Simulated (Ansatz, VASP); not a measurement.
## HfC: VASP beside Ansatz

```
Hf C
1.0
     0.00000    2.39475    2.32500
     2.39475    0.00000    2.32500
     2.39475    2.39475    0.00000
Hf C
1 1
Direct
  0.50000 0.50000 0.50000
  0.00000 0.00000 0.00000
```

Change from the starting cell: strain +0.0300 x Voigt [1, 1, 0, 0, 0, 0], atoms carried along.

Alike in both runs: task single point; functional PBEsol; k mesh 18 × 18 × 18; occupations gaussian, width 0.15 eV; no spin polarisation.

|  | VASP | Ansatz |
| --- | --- | --- |
| version | VASP 6.6.1 | Ansatz 0.2.0 |
| potentials or method | VASP PAW PBE potentials, release 64 (Hf_pv, C), cutoff 520 eV | scalar-relativistic, plane waves, PAW |
| valence electrons in the cell | 14 | 30 |

Ansatz gave:

```
gap on the k mesh at the Fermi level (eV)                     : none
pressure (GPa)                                                : -17.8
traceless stress, the component that is largest in VASP (GPa) : 6.07
```

Question: Estimate VASP's values.

Answer: gap on the k mesh at the Fermi level (eV): none; pressure (GPa): -18.5; traceless stress, the component that is largest in VASP (GPa): 6.14.

VASP's potentials were made for PBE, not for PBEsol. A gap of «none» marks a metal or a gap that the smearing closes. VASP's potentials hold 14 valence electrons a cell and Ansatz's 30, so a difference there can come from the potentials and not from the codes.

Neither program's run includes spin-orbit coupling.
